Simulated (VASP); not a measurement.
## SnO: single point with PBEsol+D3(BJ)

The system is SnO.

```xyz
4
Lattice="3.6119 0.0000 0.0000 0.0000 3.6119 0.0000 0.0000 0.0000 4.7151" Properties=species:S:1:pos:R:3 pbc="T T T"
Sn    0.0000    1.8059    1.1246
Sn    1.8059    0.0000    3.5905
O     0.0000    0.0000    0.0000
O     1.8059    1.8059    0.0000
```

This cell differs from its parent crystal: strain -0.050 along x and y, -0.025 along z.

```json
{
 "Program": "VASP 6.6.1",
 "Task": "single point",
 "Functional": "PBEsol",
 "Dispersion": "D3(BJ)",
 "Potentials or basis": "VASP PAW PBE potentials, release 64 (Sn_d, O)",
 "Cutoff": "520 eV",
 "k mesh": "12 × 12 × 10",
 "Occupations": "gaussian, width 0.15 eV",
 "Spin": "no spin polarisation"
}
```

The pressure is 14.4 GPa. The largest force is 2.270 eV/Å, the band gap on the k mesh is zero (bands 20 and 21 overlap by 0.63 eV) and the dispersion energy per atom is -0.247 eV.

Forces on the atoms (eV/Å):
```
Sn   0.000  0.000  2.270
Sn   0.000  0.000 -2.270
O    0.000  0.000  0.000
O    0.000  0.000  0.000
```

Stress tensor (GPa, compression positive):
```
16.59  0.00  0.00
 0.00 16.59  0.00
 0.00  0.00 10.12
```

Levels at points of the mesh, in eV from the Fermi level:
```csv
k point,band 16,band 17,band 18,band 19,band 20,band 21,band 22,band 23,band 24,band 25
"(0.00, 0.00, 0.00)",-7.57,-4.54,-4.10,-4.10,0.13,2.40,3.94,4.73,4.73,5.66
"(0.50, 0.00, 0.00)",-6.38,-6.08,-6.08,-3.54,-3.54,3.19,3.19,6.19,6.19,6.23
"(0.50, 0.50, 0.00)",-6.58,-3.36,-3.36,-2.23,-2.23,-0.50,-0.50,3.96,3.96,7.44
"(0.00, 0.00, 0.50)",-4.60,-4.12,-4.12,-3.22,-2.92,1.54,2.69,2.69,3.84,7.59
"(0.50, 0.00, 0.50)",-6.81,-6.04,-6.04,-2.36,-2.36,2.45,2.45,5.61,5.61,7.02
"(0.50, 0.50, 0.50)",-7.07,-3.36,-3.36,-3.14,-3.14,1.86,1.86,4.02,4.02,5.75
```

It took 6 min on 1 thread of AMD EPYC 7R13, on a shared host, peak memory 0.36 GiB.

Caveat: the cell differs from its parent crystal (strain -0.050 along x and y, -0.025 along z); the stress differs along the axes, from 10 to 17 GPa; semilocal functionals underestimate gaps, and a narrow one can read as zero; the PAW data sets were made with another functional, which shifts forces and pressure a little; spin-orbit coupling is left out, which moves the levels of the heavy elements.
